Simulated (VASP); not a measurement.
# SnO (P4/nmm) in VASP: a series of runs, part 2 of 3

VASP 6.6.1. The steps go on from the part before.

### Step 3. Electric field gradients, PBEsol (17.83 Å³/atom)

This run uses another cell than the first one, of 17.83 Å³/atom.

INCAR

```
PREC = Accurate ; ENCUT = 1000
EDIFF = 1E-8 ; ISMEAR = -1
SIGMA = 0.01 ; LREAL = False
LASPH = True ; NELM = 120
ALGO = Normal ; ISIF = 2
LWAVE = False ; LCHARG = False
GGA = PS ; LEFG = True
NBANDS = 28 ; GGA_COMPAT = False
```

KPOINTS

```
regular mesh
0
Gamma
  8 8 6
```

POSCAR

```
SnO
1.0
    3.8271795418      0.0000000000      0.0000000000
    0.0000000000      3.8271795418      0.0000000000
    0.0000000000      0.0000000000      4.8680274234
Sn O
2 2
Direct
    0.0000000000      0.5000000000      0.2385000000
    0.5000000000      0.0000000000      0.7615000000
    0.0000000000      0.0000000000      0.0000000000
    0.5000000000      0.5000000000      0.0000000000
```

Potentials or basis: VASP PAW PBE potentials, release 64 (Sn_d, O_h).

On the command line:

```console
$ cat potpaw_PBE.64/Sn_d/POTCAR potpaw_PBE.64/O_h/POTCAR > POTCAR
$ mpirun -np 1 vasp_std > vasp.out
```

OUTCAR:

```text
PREC = Accurate
   ENCUT = 1000
   EDIFF = 1E-8
   ISMEAR = -1
   LREAL = False
   LASPH = True
   NELM = 120
   ISIF = 2
   GGA = PS

 ion  position               nearest neighbor table
   1  0.000  0.500  0.239-   3 2.24   4 2.24   3 2.24   4 2.24   2 3.57   2 3.57   2 3.57   2 3.57
                             2 3.72   2 3.72   2 3.72   2 3.72
   2  0.500  0.000  0.761-   3 2.24   4 2.24   4 2.24   3 2.24   1 3.57   1 3.57   1 3.57   1 3.57
                             1 3.72   1 3.72   1 3.72   1 3.72
   3  0.000  0.000  0.000-   1 2.24   2 2.24   1 2.24   2 2.24
   4  0.500  0.500  0.000-   1 2.24   2 2.24   2 2.24   1 2.24

  LATTYP: Found a simple tetragonal cell.
 ALAT       =     3.8271795418
 C/A-ratio  =     1.2719621252

  Lattice vectors:

 A1 = (   3.8271795418,   0.0000000000,   0.0000000000)
 A2 = (   0.0000000000,   3.8271795418,   0.0000000000)
 A3 = (   0.0000000000,   0.0000000000,   4.8680274234)

Analysis of symmetry for initial positions (statically):
=====================================================================
 Subroutine PRICEL returns:
 Original cell was already a primitive cell.

 Routine SETGRP: Setting up the symmetry group for a
 simple tetragonal supercell.

 Subroutine GETGRP returns: Found 16 space group operations
 (whereof  8 operations were pure point group operations)
 out of a pool of 16 trial point group operations.

The static configuration has the point symmetry D_2d.
 The point group associated with its full space group is D_4h.

Analysis of symmetry for dynamics (positions and initial velocities):
=====================================================================
 Subroutine PRICEL returns:
 Original cell was already a primitive cell.

 Routine SETGRP: Setting up the symmetry group for a
 simple tetragonal supercell.

 Subroutine GETGRP returns: Found 16 space group operations
 (whereof  8 operations were pure point group operations)
 out of a pool of 16 trial point group operations.

The dynamic configuration has the point symmetry D_2d.
 The point group associated with its full space group is D_4h.

 Subroutine INISYM returns: Found 16 space group operations
 (whereof  8 operations are pure point group operations),
 and found     1 'primitive' translations

----------------------------------------------------------------------------------------

                                     Primitive cell

  volume of cell :      71.3035

  direct lattice vectors                    reciprocal lattice vectors
     3.827179542  0.000000000  0.000000000     0.261289022  0.000000000  0.000000000
     0.000000000  3.827179542  0.000000000     0.000000000  0.261289022  0.000000000
     0.000000000  0.000000000  4.868027423     0.000000000  0.000000000  0.205422015

  length of vectors
     3.827179542  3.827179542  4.868027423     0.261289022  0.261289022  0.205422015

  position of ions in fractional coordinates (direct lattice)
     0.000000000  0.500000000  0.238500000
     0.500000000  0.000000000  0.761500000
     0.000000000  0.000000000  0.000000000
     0.500000000  0.500000000  0.000000000

[... 88 lines left out ...]
   PSTRESS=    0.0 pullay stress
   NELECT =      40.0000    total number of electrons
   NUPDOWN=      -1.0000    fix difference up-down
   EMIN   =  10.00;   EMAX   =-10.00  energy-range for DOS
   EFERMI =   0.00;   METHOD = LEGACY
   ISMEAR =    -1;   SIGMA  =   0.01  broadening in eV -4-tet -1-fermi 0-gaus
   EFERMI_NEDOS =   21; number of points for ismear=-14 and -15
   IALGO  =     38    algorithm
   IMIX   =      4    mixing-type and parameters
     AMIX     =   0.40;   BMIX     =  1.00
     AMIX_MAG =   1.60;   BMIX_MAG =  1.00
  volume/ion in A,a.u.               =      17.83       120.29
  Fermi-wavevector in a.u.,A,eV,Ry     =   1.350179  2.551468 24.803184  1.822983
  Thomas-Fermi vector in A             =   2.477705
   LORBIT       =      0    0 simple, 1 ext, 2 COOP (PROOUT), +10 PAW based schemes
   GGA     = PS    functional components
   LHFCALC =     F    Hartree Fock is set to
   AEXX    =    0.0000 exact exchange contribution
   IVDW    =     0    specifies the selected vdW correction
   LEPSILON=     F    determine dielectric tensor
   LRPA    =     F    only Hartree local field effects (RPA)
 non-spin polarized calculation
  energy-cutoff  :     1000.00
  volume of cell :       71.30
 maximum number of plane-waves:      5150
 NGX is ok and might be reduce to    40
   NGX = 19   NGY = 19   NGZ = 25

 number of electron      39.9999995 magnetization

 Free energy of the ion-electron system (eV)
  ---------------------------------------------------
  ext. energy  EPLUGINS =         0.00000000
  ---------------------------------------------------
  free energy    TOTEN  =       -24.22113620 eV

  energy without entropy =      -24.22111139  energy(sigma->0) =      -24.22112379

 E-fermi :   7.0042     XC(G=0): -10.4001

 val. band max:        6.9623042315   @ k =   0.0000   0.0000   0.0000
 cond. band min:       7.0419050780   @ k =   0.5000   0.5000   0.0000
 fundamental gap:      0.0796008465
 Fermi energy:         7.0042424035

 k-point     1 :       0.0000    0.0000    0.0000
  band No.  band energies     occupation
      1     -14.8450      2.00000
      2     -14.4367      2.00000
      3     -14.4367      2.00000
      4     -14.4345      2.00000
      5     -14.3935      2.00000
      6     -14.3856      2.00000
[... 733 lines left out ...]
     27      15.4607      0.00000
     28      15.4607      0.00000

 [... further k-points ...]
[... 5 lines left out ...]
  --------------------------------------------------------------------------------------
  -------------------------------------------------------------------------------------
  Total       -0.6820094     -0.6820094     -0.6870863      0.0000000      0.0000000      0.0000000
  in kB      -15.3246389    -15.3246389    -15.4387157      0.0000000      0.0000000      0.0000000
  external PRESSURE =     -15.3626645 kB  Pullay stress =       0.0000000 kB

 VOLUME and BASIS-vectors are now :
 -----------------------------------------------------------------------------
  energy-cutoff  :     1000.00
  volume of cell :       71.30
      direct lattice vectors                 reciprocal lattice vectors
     3.827179542  0.000000000  0.000000000     0.261289022  0.000000000  0.000000000
     0.000000000  3.827179542  0.000000000     0.000000000  0.261289022  0.000000000
     0.000000000  0.000000000  4.868027423     0.000000000  0.000000000  0.205422015

 POSITION                                       TOTAL-FORCE (eV/Angst)
 -----------------------------------------------------------------------------------
      0.00000      1.91359      1.16102         0.000000      0.000000     -0.139688
      1.91359      0.00000      3.70700        -0.000000      0.000000      0.139688
      0.00000      0.00000      0.00000         0.000000      0.000000      0.000000
      1.91359      1.91359      0.00000         0.000000      0.000000      0.000000
 -----------------------------------------------------------------------------------
    total drift:                               -0.000000      0.000000      0.000000

  FREE ENERGIE OF THE ION-ELECTRON SYSTEM (eV)
  ---------------------------------------------------
  free  energy   TOTEN  =       -24.2211361991 eV

  energy  without entropy=      -24.2211113881  energy(sigma->0) =      -24.22112379

 Electric field gradients (V/A^2)
---------------------------------------------------------------------
 ion       V_xx      V_yy      V_zz      V_xy      V_xz      V_yz
---------------------------------------------------------------------
   1      79.590    79.590  -159.179    -0.000    -0.000     0.000
   2      79.590    79.590  -159.179     0.000     0.000    -0.000
   3      -0.863    -0.863     1.725    -0.000     0.000     0.000
   4      -0.863    -0.863     1.725    -0.000    -0.000    -0.000
---------------------------------------------------------------------

 Electric field gradients after diagonalization (V/A^2)
 (convention: |V_zz| > |V_xx| > |V_yy|)
----------------------------------------------------------------------
 ion       V_xx      V_yy      V_zz     asymmetry (V_yy - V_xx)/ V_zz
----------------------------------------------------------------------
   1      79.590    79.590  -159.179       0.000
   2      79.590    79.590  -159.179       0.000
   3      -0.863    -0.863     1.725       0.000
   4      -0.863    -0.863     1.725       0.000
----------------------------------------------------------------------

           NMR quadrupolar parameters

 Cq : quadrupolar parameter    Cq=e*Q*V_zz/h
 eta: asymmetry parameters     (V_yy - V_xx)/ V_zz
 Q  : nuclear electric quadrupole moment in mb (millibarn)
----------------------------------------------------------------------
 ion       Cq(MHz)       eta       Q (mb)
----------------------------------------------------------------------
   1      -0.385       0.000       1.000
   2      -0.385       0.000       1.000
   3       0.004       0.000       1.000
   4       0.004       0.000       1.000
----------------------------------------------------------------------
```

It took 2.7 min on 1 thread of Intel Xeon 6975P-C (Granite Rapids), shared host; peak memory 0.43 GiB.

Results:

```yaml
Free_energy: -24.2211 eV
Pressure: -1.5 GPa
Largest_force: 0.140 eV/Å
Band_gap_on_the_k_mesh: 0.08 eV (least direct gap 1.93 eV)
Largest_electric_field_gradient_by_atom: Sn -159.2; O +1.7 V/Å²
```

Forces on the atoms (eV/Å):
```
Sn   0.000  0.000 -0.140
Sn   0.000  0.000  0.140
O    0.000  0.000  0.000
O    0.000  0.000  0.000
```

Levels at points of the mesh, in eV from the valence-band top:
| k point | band 16 | band 17 | band 18 | band 19 | band 20 | band 21 | band 22 | band 23 | band 24 | band 25 |
| --- | --- | --- | --- | --- | --- | --- | --- | --- | --- | --- |
| (0.00, 0.00, 0.00) | -6.13 | -3.36 | -3.04 | -3.04 | 0.00 | 2.02 | 4.31 | 4.65 | 4.65 | 5.64 |
| (0.50, 0.00, 0.00) | -4.89 | -4.71 | -4.71 | -2.64 | -2.64 | 3.13 | 3.13 | 5.85 | 5.85 | 5.91 |
| (0.50, 0.50, 0.00) | -5.01 | -2.39 | -2.39 | -1.85 | -1.85 | 0.08 | 0.08 | 4.39 | 4.39 | 7.14 |
| (0.00, 0.00, 0.50) | -3.43 | -3.18 | -3.06 | -3.06 | -2.13 | 1.62 | 2.94 | 2.94 | 3.64 | 7.83 |
| (0.50, 0.00, 0.50) | -5.35 | -4.68 | -4.68 | -1.67 | -1.67 | 2.54 | 2.54 | 5.37 | 5.37 | 6.59 |
| (0.50, 0.50, 0.50) | -5.46 | -2.64 | -2.64 | -2.39 | -2.39 | 2.36 | 2.36 | 3.96 | 3.96 | 5.52 |

Electric field gradients, principal values (V/Å²):
| atom | least | middle | greatest (by size) |
| --- | --- | --- | --- |
| 1 Sn | 79.590 | 79.590 | -159.179 |
| 2 Sn | 79.590 | 79.590 | -159.179 |
| 3 O | -0.863 | -0.863 | 1.725 |
| 4 O | -0.863 | -0.863 | 1.725 |

Caveat: semilocal functionals underestimate gaps, and a narrow one can read as zero; without QUAD_EFG the Cq values of the log hold for a quadrupole moment of 1 mb, not for the nuclei; the PAW data sets were made with another functional, which shifts forces and pressure a little; spin-orbit coupling is left out, which moves the levels of the heavy elements. A k mesh can miss the band edges.

(Part 2 of 3 ends here.)

The gap in the log of VASP goes by the Fermi energy; the results here count the filled bands.